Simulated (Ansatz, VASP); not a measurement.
Two plane-wave programs on Cs2AgBiBr6

```
Bi Cs Ag Br
1.0
     0.00000    5.61610    5.61610
     5.61610    0.00000    5.61610
     5.61610    5.61610    0.00000
Bi Cs Ag Br
1 2 1 6
Direct
  0.00000 0.00000 0.00000
  0.75000 0.75000 0.75000
  0.25000 0.25000 0.25000
  0.50000 0.50000 0.50000
  0.74945 0.74945 0.25055
  0.25055 0.25055 0.74945
  0.74945 0.25055 0.25055
  0.74945 0.25055 0.74945
  0.25055 0.74945 0.74945
  0.25055 0.74945 0.25055
```

Alike in both runs: functional LDA; k mesh 4 × 4 × 4; no spin polarisation.

|  | VASP | Ansatz |
| --- | --- | --- |
| version | VASP 6.6.1 | Ansatz 0.2.0 |
| potentials or method | VASP PAW LDA potentials, release 64 (Bi_d, Cs_sv, Ag, Br) | Ansatz PAW |
| plane-wave cutoff (eV) | 520 | 420 |
| occupations | gaussian, width 0.01 eV | fixed |
| valence electrons in the cell | 86 | 94 |
| task | single point | band structure |

|  | VASP | Ansatz | Ansatz less VASP |
| --- | --- | --- | --- |
| gap on the k mesh at the Fermi level (eV) | 1.11 | 1.10 | -0.009 |
| least direct gap on the mesh (eV) | 2.34 | 2.33 | -0.007 |
| pressure (GPa) | -1.4 | -1.5 | -0.05 |
| rms of the force components (eV/Å) | 0.152 | 0.147 | -0.0049 |

LDA's correlation is that of Perdew and Zunger in VASP and of Perdew and Wang (1992) in Ansatz. Atom by atom the forces differ by 0.005 eV/Å (rms over components). VASP's potentials hold 86 valence electrons a cell and Ansatz's 94, so a difference there can come from the potentials and not from the codes.

Spin-orbit coupling is off throughout.
